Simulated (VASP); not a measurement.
Input of a VASP 6.6.1 run:

The input INCAR:

```
ALGO = Normal
EDIFF = 1E-6
ENCUT = 520
GGA = PE
ISIF = 2
ISMEAR = 0
LASPH = T
LCHARG = F
LREAL = F
LWAVE = F
NBANDS = 25
NELM = 80
PREC = Accurate
SIGMA = 0.1
```

Contents of KPOINTS:

```
k-points
0
Gamma
  8 8 8
```

The input POSCAR:

```
Ta2Ru
1.0
   -1.5750472300      1.5750472300      4.7251416800
    1.5750472300     -1.5750472300      4.7251416800
    1.5750472300      1.5750472300     -4.7251416800
Ta Ru
2 1
Direct
    0.6666666700      0.6666666700      0.0000000000
    0.3333333300      0.3333333300      0.0000000000
    0.0000000000      0.0000000000      0.0000000000
```

Potentials or basis: VASP PAW PBE potentials, release 64 (Ta_pv, Ru_pv).

The run is started by

```sh
$ cat potpaw_PBE.64/Ta_pv/POTCAR potpaw_PBE.64/Ru_pv/POTCAR > POTCAR
$ mpirun -np 1 vasp_std > vasp.out
```

Question: Estimate the pressure.

Answer: 18.8 GPa.

Question: What does it give for the largest force?

Answer: 1.072 eV/Å.

Question: Predict the band gap on the k mesh.

Answer: Zero (bands 18 and 19 overlap by 1.76 eV).

Stress tensor (GPa, compression positive):
```
18.34  0.00  0.00
 0.00 18.34  0.00
 0.00  0.00 19.63
```

Caveat: the cell stands under pressure; spin-orbit coupling is left out, which moves the levels of the heavy elements; forces of over 1 eV/Å act on the atoms, so gaps and moduli don't describe the material at rest.
